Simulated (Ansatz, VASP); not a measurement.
# One calculation of Hf2B5, two programs

```
CELL_PARAMETERS angstrom
3.85622 0.00000 0.00000
-1.92811 3.33958 0.00000
0.00000 0.00000 5.30193
ATOMIC_POSITIONS crystal
Hf 0.33333 0.66667 0.36439
Hf 0.66667 0.33333 0.63561
B 0.50000 0.00000 0.00000
B 0.00000 0.50000 0.00000
B 0.50000 0.50000 0.00000
B 0.00000 0.00000 0.50000
B 0.00000 0.00000 0.00000
```

Alike in both runs: task relaxation of cell and atoms; functional PBE; k mesh 6 × 6 × 4; occupations gaussian, width 0.1 eV; no spin polarisation.

```csv
,VASP,Ansatz
version,VASP 6.6.1,Ansatz 0.2.0
potentials or method,"VASP PAW PBE potentials, release 64 (Hf_pv, B), cutoff 600 eV","scalar-relativistic, plane waves, PAW"
valence electrons in the cell,35,67
```

VASP gave:

```
gap on the k mesh at the Fermi level, each at its own relaxed structure (eV) : none
relaxed volume (Å³/atom)                                                     : 11.00
relaxed cell length with the largest relative difference (Å)                 : 7.046
```

Problem. Which values does Ansatz return?

Solution. gap on the k mesh at the Fermi level, each at its own relaxed structure (eV): none; relaxed volume (Å³/atom): 11.05; relaxed cell length with the largest relative difference (Å): 7.055.

A gap of «none» marks a metal or a gap that the smearing closes. VASP's potentials hold 35 valence electrons a cell and Ansatz's 67, so a difference there can come from the potentials and not from the codes.

Spin-orbit coupling is off throughout.
